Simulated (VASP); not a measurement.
# AlN (F-43m) in VASP: a series of runs

The runs below take AlN through relaxation of cell and atoms, single point, with LDA.

Everything below comes from runs of VASP 6.6.1. Logs are shortened: lines on timing, memory, paths and dates and some standing lists are left out, and cuts for length are marked.

## Step 1: The cell of the first run

It takes space group F-43m (No. 216, cubic). The conventional cell has a = 4.342 Å, b = 4.342 Å, c = 4.342 Å, α = 90.00°, β = 90.00°, γ = 90.00°. Within 2.5 Å of Al (site symmetry -43m) lie 4 N at 1.88 Å. Within 2.5 Å of N (site symmetry -43m) lie 4 Al at 1.88 Å.

## Step 2: Relaxation of cell and atoms, LDA, target pressure 10 GPa, at which the enthalpy is minimised

INCAR

```
SYSTEM = AlN
PREC = Accurate
ENCUT = 600
EDIFF = 1E-6
ISMEAR = 0
SIGMA = 0.01
LREAL = .False.
LASPH = .True.
NELM = 60
ALGO = Normal
ISIF = 3
LWAVE = .False.
LCHARG = .False.
GGA = CA
IBRION = 2
NSW = 100
EDIFFG = -0.002
PSTRESS = 100.0
```

KPOINTS

```
regular mesh
0
Gamma
  10 10 10
  0 0 0
```

POSCAR

```
AlN
1.0
    2.1711430961      2.1711430961      0.0000000000
   -2.1711430961      2.1711430961      0.0000000000
    0.0000000000      2.1711430961      2.1711430961
Al N
1 1
Direct
    0.0000000000      0.0000000000      0.0000000000
    0.2500000000      0.7500000000      0.5000000000
```

Potentials or basis: VASP PAW LDA potentials, release 64 (Al, N).

Started as:

```sh
cat potpaw_LDA.64/Al/POTCAR potpaw_LDA.64/N/POTCAR > POTCAR
mpirun -np 1 vasp_std > vasp.out
```

OUTCAR:

```text
SYSTEM = AlN
   PREC = Accurate
   ENCUT = 600
   EDIFF = 1E-6
   ISMEAR = 0
   LREAL = .False.
   LASPH = .True.
   NELM = 60
   ISIF = 3
   GGA = CA
   IBRION = 2
   NSW = 100
   EDIFFG = -0.002
   PSTRESS = 100.0

 ion  position               nearest neighbor table
   1  0.000  0.000  0.000-   2 1.88   2 1.88   2 1.88   2 1.88
   2  0.250  0.750  0.500-   1 1.88   1 1.88   1 1.88   1 1.88

  LATTYP: Found a face centered cubic cell.
 ALAT       =     4.3422861922

  Lattice vectors:

 A1 = (   0.0000000000,   2.1711430961,   2.1711430961)
 A2 = (   2.1711430961,   0.0000000000,   2.1711430961)
 A3 = (   2.1711430961,   2.1711430961,   0.0000000000)

Analysis of symmetry for initial positions (statically):
=====================================================================
 Subroutine PRICEL returns:
 Original cell was already a primitive cell.

 Routine SETGRP: Setting up the symmetry group for a
 face centered cubic supercell.

 Subroutine GETGRP returns: Found 24 space group operations
 (whereof 24 operations were pure point group operations)
 out of a pool of 48 trial point group operations.

The static configuration has the point symmetry T_d .

Analysis of symmetry for dynamics (positions and initial velocities):
=====================================================================
 Subroutine PRICEL returns:
 Original cell was already a primitive cell.

 Routine SETGRP: Setting up the symmetry group for a
 face centered cubic supercell.

 Subroutine GETGRP returns: Found 24 space group operations
 (whereof 24 operations were pure point group operations)
 out of a pool of 48 trial point group operations.

The dynamic configuration has the point symmetry T_d .

 Subroutine INISYM returns: Found 24 space group operations
 (whereof 24 operations are pure point group operations),
 and found     1 'primitive' translations

----------------------------------------------------------------------------------------

                                     Primitive cell

  volume of cell :      20.4689

  direct lattice vectors                    reciprocal lattice vectors
     2.171143096  2.171143096  0.000000000     0.230293434  0.230293434 -0.230293434
    -2.171143096  2.171143096  0.000000000    -0.230293434  0.230293434 -0.230293434
     0.000000000  2.171143096  2.171143096     0.000000000  0.000000000  0.460586869

  length of vectors
     3.070460012  3.070460012  3.070460012     0.398879929  0.398879929  0.460586869

  position of ions in fractional coordinates (direct lattice)
     0.000000000  0.000000000  0.000000000
     0.250000000  0.750000000  0.500000000

  ion indices of the primitive-cell ions
   primitive index   ion index
                 1           1
                 2           2

----------------------------------------------------------------------------------------

 KPOINTS: regular mesh

Automatic generation of k-mesh.
 Grid dimensions read from file:
 generate k-points for:   10   10   10

 Generating k-lattice:

  Cartesian coordinates                     Fractional coordinates (reciprocal lattice)
     0.023029343  0.023029343 -0.023029343     0.100000000  0.000000000  0.000000000
    -0.023029343  0.023029343 -0.023029343     0.000000000  0.100000000  0.000000000
     0.000000000  0.000000000  0.046058687     0.000000000  0.000000000  0.100000000

  Length of vectors
     0.039887993  0.039887993  0.046058687

  Shift w.r.t. Gamma in fractional coordinates (k-lattice)
     0.000000000  0.000000000  0.000000000

 Subroutine IBZKPT returns following result:
 ===========================================

 Found     47 irreducible k-points:

 Following reciprocal coordinates:
            Coordinates               Weight
  0.000000  0.000000  0.000000      1.000000
  0.100000  0.000000  0.000000      8.000000
  0.200000  0.000000  0.000000      8.000000
  0.300000  0.000000  0.000000      8.000000
  0.400000  0.000000  0.000000      8.000000
  0.500000  0.000000  0.000000      4.000000
[... 16 lines left out ...]
  0.300000  0.300000  0.000000     12.000000
  0.400000  0.300000  0.000000     24.000000
 [... further k-points ...]
   k-points           NKPTS =     47   k-points in BZ     NKDIM =     47   number of bands    NBANDS=      8
   number of dos      NEDOS =    301   number of ions     NIONS =      2
   total plane-waves  NPLWV =  21952
   dimension x,y,z NGX =    28 NGY =   28 NGZ =   28
   dimension x,y,z NGXF=    56 NGYF=   56 NGZF=   56
   ions per type =               1   1
   NGX,Y,Z   is equivalent  to a cutoff of  15.16, 15.16, 15.16 a.u.
   NGXF,Y,Z  is equivalent  to a cutoff of  30.32, 30.32, 30.32 a.u.
 SYSTEM =  AlN
   PREC   = accura    normal or accurate (medium, high low for compatibility)
   ISTART =      0    job   : 0-new  1-cont  2-samecut
   ICHARG =      2    charge: 1-file 2-atom 10-const
   ISPIN  =      1    spin polarized calculation?
   LNONCOLLINEAR =      F non collinear calculations
   LSORBIT =      F    spin-orbit coupling
   LASPH  =      T    aspherical Exc in radial PAW
   ENCUT  =  600.0 eV  44.10 Ry    6.64 a.u.   6.13  6.13  6.13*2*pi/ulx,y,z
   NELM   =     60;   NELMIN=  2; NELMDL= -5     # of ELM steps
   EDIFF  = 0.1E-05   stopping-criterion for ELM
   LREAL  =      F    real-space projection
   EDIFFG = -.2E-02   stopping-criterion for IOM
   NSW    =    100    number of steps for IOM
   IBRION =      2    ionic relax: 0-MD 1-quasi-New 2-CG
   NFREE  =      1    steps in history (QN), initial steepest desc. (CG)
   ISIF   =      3    stress and relaxation
   ISYM   =      2    0-nonsym 1-usesym 2-fastsym
   POTIM  = 0.5000    time-step for ionic-motion
   TEBEG  =    0.0;   TEEND  =   0.0 temperature during run
   PSTRESS=  100.0 pullay stress
   NELECT =       8.0000    total number of electrons
   NUPDOWN=      -1.0000    fix difference up-down
   EMIN   =  10.00;   EMAX   =-10.00  energy-range for DOS
   EFERMI =   0.00;   METHOD = LEGACY
   ISMEAR =     0;   SIGMA  =   0.01  broadening in eV -4-tet -1-fermi 0-gaus
   EFERMI_NEDOS =   21; number of points for ismear=-14 and -15
   IALGO  =     38    algorithm
   IMIX   =      4    mixing-type and parameters
     AMIX     =   0.40;   BMIX     =  1.00
     AMIX_MAG =   1.60;   BMIX_MAG =  1.00
  volume/ion in A,a.u.               =      10.23        69.07
  Fermi-wavevector in a.u.,A,eV,Ry     =   1.196942  2.261892 19.492655  1.432670
  Thomas-Fermi vector in A             =   2.332869
   LORBIT       =      0    0 simple, 1 ext, 2 COOP (PROOUT), +10 PAW based schemes
   GGA     = CA    functional components
   LHFCALC =     F    Hartree Fock is set to
   AEXX    =    0.0000 exact exchange contribution
   IVDW    =     0    specifies the selected vdW correction
   LEPSILON=     F    determine dielectric tensor
   LRPA    =     F    only Hartree local field effects (RPA)
 conjugate gradient relaxation of ions
 non-spin polarized calculation
 Gauss-broadening in eV      SIGMA  =   0.01
  energy-cutoff  :      600.00
  volume of cell :       20.47
 maximum number of plane-waves:       701
 NGX is ok and might be reduce to    28
   NGX = 13   NGY = 13   NGZ = 13

--------------------------------------- Ionic step        1  -------------------------------------------

 number of electron       8.0000000 magnetization

 Free energy of the ion-electron system (eV)
  ---------------------------------------------------
  ext. energy  EPLUGINS =         0.00000000
  ---------------------------------------------------
  free energy    TOTEN  =       -16.37603135 eV

  energy without entropy =      -16.37603135  energy(sigma->0) =      -16.37603135

------------------------ aborting loop because EDIFF is reached ----------------------------------------

  FORCE on cell =-STRESS in cart. coord.  units (eV):
  Direction    XX          YY          ZZ          XY          YZ          ZX
  --------------------------------------------------------------------------------------
  -------------------------------------------------------------------------------------
  Total        0.0718266      0.0718266      0.0718266      0.0000000      0.0000000     -0.0000000
  in kB        5.6221273      5.6221273      5.6221273      0.0000000      0.0000000     -0.0000000
  external PRESSURE =     -94.3778727 kB  Pullay stress =     100.0000000 kB

 VOLUME and BASIS-vectors are now :
 -----------------------------------------------------------------------------
  energy-cutoff  :      600.00
  volume of cell :       20.47
      direct lattice vectors                 reciprocal lattice vectors
     2.171143096  2.171143096  0.000000000     0.230293434  0.230293434 -0.230293434
    -2.171143096  2.171143096  0.000000000    -0.230293434  0.230293434 -0.230293434
     0.000000000  2.171143096  2.171143096     0.000000000  0.000000000  0.460586869
[... 160 lines left out ...]
  FREE ENERGIE OF THE ION-ELECTRON SYSTEM (eV)
  ---------------------------------------------------
  free  energy   TOTEN  =       -16.3502896191 eV

  energy  without entropy=      -16.3502896191  energy(sigma->0) =      -16.35028962

  enthalpy is  TOTEN    =       -15.1234802344 eV   P V=        1.2268093847

--------------------------------------- Ionic step        6  -------------------------------------------

 number of electron       8.0000000 magnetization

 Free energy of the ion-electron system (eV)
  ---------------------------------------------------
  ext. energy  EPLUGINS =         0.00000000
  ---------------------------------------------------
  free energy    TOTEN  =       -16.34978198 eV

  energy without entropy =      -16.34978198  energy(sigma->0) =      -16.34978198

 E-fermi :   6.3675     XC(G=0): -11.5243

 val. band max:        6.2760677370   @ k =   0.0000   0.0000   0.0000
 cond. band min:       9.5232252957   @ k =   0.5000   0.5000   0.0000
 fundamental gap:      3.2471575587
 Fermi energy:         6.3674701173

 k-point     1 :       0.0000    0.0000    0.0000
  band No.  band energies     occupation
      1      -8.8973      2.00000
      2       6.2761      2.00000
      3       6.2761      2.00000
      4       6.2761      2.00000
      5      11.0444      0.00000
      6      19.1954      0.00000
      7      19.1954      0.00000
      8      19.1954      0.00000

 k-point     2 :       0.1000    0.0000    0.0000
  band No.  band energies     occupation
      1      -8.7374      2.00000
      2       5.4684      2.00000
      3       6.2234      2.00000
      4       6.2234      2.00000
      5      11.6722      0.00000
      6      18.8112      0.00000
      7      19.3351      0.00000
      8      19.3351      0.00000
[... 221 lines left out ...]
 k-point    23 :       0.3000    0.3000    0.0000
  band No.  band energies     occupation
      1      -6.2542      2.00000
      2       1.5821      2.00000
      3       2.8623      2.00000
      4       5.3819      2.00000
      5      13.1524      0.00000
      6      16.4823      0.00000
      7      18.9512      0.00000
      8      19.4938      0.00000

 k-point    24 :       0.4000    0.3000    0.0000
  band No.  band energies     occupation
      1      -6.0127      2.00000
      2       1.5009      2.00000
      3       2.7811      2.00000
      4       5.0405      2.00000
      5      12.1209      0.00000
      6      16.7282      0.00000
      7      19.4762      0.00000
      8      20.1545      0.00000

 [... further k-points ...]
[... 5 lines left out ...]
  --------------------------------------------------------------------------------------
  -------------------------------------------------------------------------------------
  Total        1.2261302      1.2261302      1.2261302      0.0000000     -0.0000000      0.0000000
  in kB       99.9862138     99.9862138     99.9862138      0.0000000     -0.0000000      0.0000000
  external PRESSURE =      -0.0137862 kB  Pullay stress =     100.0000000 kB

 VOLUME and BASIS-vectors are now :
 -----------------------------------------------------------------------------
  energy-cutoff  :      600.00
  volume of cell :       19.65
      direct lattice vectors                 reciprocal lattice vectors
     2.141701872  2.141701872 -0.000000000     0.233459197  0.233459197 -0.233459197
    -2.141701872  2.141701872 -0.000000000    -0.233459197  0.233459197 -0.233459197
     0.000000000  2.141701872  2.141701872     0.000000000  0.000000000  0.466918395

 POSITION                                       TOTAL-FORCE (eV/Angst)
 -----------------------------------------------------------------------------------
     -0.00000      0.00000      0.00000        -0.000000      0.000000      0.000000
     -1.07085      3.21255      1.07085         0.000000     -0.000000      0.000000
 -----------------------------------------------------------------------------------
    total drift:                               -0.000000     -0.000000      0.000000

  FREE ENERGIE OF THE ION-ELECTRON SYSTEM (eV)
  ---------------------------------------------------
  free  energy   TOTEN  =       -16.3497819806 eV

  energy  without entropy=      -16.3497819806  energy(sigma->0) =      -16.34978198

  enthalpy is  TOTEN    =       -15.1234827318 eV   P V=        1.2262992489

 reached required accuracy - stopping structural energy minimisation
```

Run time: 28 s. Hardware: 1 thread of Intel Xeon Platinum 8488C (Sapphire Rapids), shared host; peak memory 0.14 GiB.

Results:

```yaml
Free_energy: -16.3498 eV
Relaxed_volume: 9.82 Å³/atom
Relaxed_cell: a = 3.029 Å, b = 3.029 Å, c = 3.029 Å, α = 60.00°, β = 60.00°, γ = 90.00°
Space_group_after_relaxing_to_0.05_Å: F-43m (No. 216)
Energy_change_on_relaxing_the_enthalpy_is_what_falls: +13.1 meV/atom
Ionic_steps: 6
Pressure_after_relaxing: 10.0 GPa
Band_gap_on_the_k_mesh: 3.25 eV, indirect (least direct gap 4.77 eV)
```

The path:
```tsv
step	energy change (eV)	largest force (eV/Å)	pressure (GPa)	volume (Å³)
1	0.0000	0.0000	0.56	20.47
2	0.1188	0.0000	23.00	18.73
3	0.0258	0.0000	9.89	19.65
4	0.0268	0.0000	10.11	19.64
5	0.0257	0.0000	9.90	19.66
6	0.0262	0.0000	10.00	19.65
```

Final structure:
```cif
data_structure
_symmetry_space_group_name_H-M 'P 1'
_symmetry_Int_Tables_number 1
_cell_length_a 3.0288
_cell_length_b 3.0288
_cell_length_c 3.0288
_cell_angle_alpha 60.000
_cell_angle_beta 60.000
_cell_angle_gamma 90.000
_cell_volume 19.65
loop_
_atom_site_label
_atom_site_type_symbol
_atom_site_fract_x
_atom_site_fract_y
_atom_site_fract_z
_atom_site_occupancy
Al1 Al 0.00000 0.00000 0.00000 1
N1 N 0.25000 0.75000 0.50000 1
```

Levels at points of the mesh, in eV from the valence-band top:
```tsv
k point	band 1	band 2	band 3	band 4	band 5	band 6	band 7	band 8
(0.00, 0.00, 0.00)	-15.17	0.00	0.00	0.00	4.77	12.92	12.92	12.92
(0.50, 0.00, 0.00)	-12.87	-6.16	-0.49	-0.49	7.81	10.17	11.33	11.33
(0.50, 0.50, 0.00)	-12.15	-5.14	-1.85	-1.85	3.25	8.76	14.56	16.22
```

Caveat: the cell is relaxed towards a set pressure, so the enthalpy falls and the energy may rise.

## Step 3: Relaxation of cell and atoms, LDA, target pressure 15 GPa, at which the enthalpy is minimised

INCAR

```
ALGO = Normal
EDIFF = 1E-6
EDIFFG = -0.002
ENCUT = 600
IBRION = 2
ISIF = 3
ISMEAR = 0
LASPH = T
LCHARG = F
LREAL = F
LWAVE = F
NELM = 100
NSW = 100
PREC = Accurate
PSTRESS = 150.0
SIGMA = 0.01
```

KPOINTS

```
k-points
0
Gamma
  10 10 10
```

POSCAR is that of step 2.

Potentials or basis: VASP PAW LDA potentials, release 64 (Al, N).

Started as:

```sh
cat potpaw_LDA.64/Al/POTCAR potpaw_LDA.64/N/POTCAR > POTCAR
mpirun -np 1 vasp_std > vasp.out
```

Wall time 23 s (1 thread of Intel Xeon Platinum 8488C (Sapphire Rapids), shared host); peak memory 0.14 GiB.

The run converged. Its results:

```
Free energy                                            : -16.3207 eV
Relaxed volume                                         : 9.64 Å³/atom
Relaxed cell                                           : a = 3.009 Å, b = 3.009 Å, c = 3.009 Å, α = 60.00°, β = 60.00°, γ = 90.00°
Space group after relaxing (to 0.05 Å)                 : F-43m (No. 216)
Energy change on relaxing (the enthalpy is what falls) : +27.7 meV/atom
Ionic steps                                            : 5
Pressure after relaxing                                : 15.0 GPa
Band gap on the k mesh                                 : 3.25 eV, indirect (least direct gap 4.95 eV)
```

Step by step:
```
step  energy change (eV)  largest force (eV/Å)  pressure (GPa)  volume (Å³)
   1              0.0000                0.0000            0.56        20.47
   2              0.2856                0.0000           38.49        17.86
   3              0.0536                0.0000           14.69        19.29
   4              0.0558                0.0000           15.03        19.27
   5              0.0553                0.0000           14.97        19.27
```

Final structure:
```
Al N
1.0
     2.12802    2.12802    0.00000
    -2.12802    2.12802    0.00000
     0.00000    2.12802    2.12802
Al N
1 1
Direct
  0.00000 0.00000 0.00000
  0.25000 0.75000 0.50000
```

Levels at points of the mesh, in eV from the valence-band top:
```tsv
k point	band 1	band 2	band 3	band 4	band 5	band 6	band 7	band 8
(0.00, 0.00, 0.00)	-15.29	0.00	0.00	0.00	4.95	13.12	13.12	13.12
(0.50, 0.00, 0.00)	-12.93	-6.25	-0.49	-0.49	7.99	10.30	11.45	11.45
(0.50, 0.50, 0.00)	-12.19	-5.20	-1.87	-1.87	3.25	8.88	14.84	16.46
```

Caveat: the cell is relaxed towards a set pressure, so the enthalpy falls and the energy may rise. A k mesh can miss the band edges.

[end of part 1 of 2]
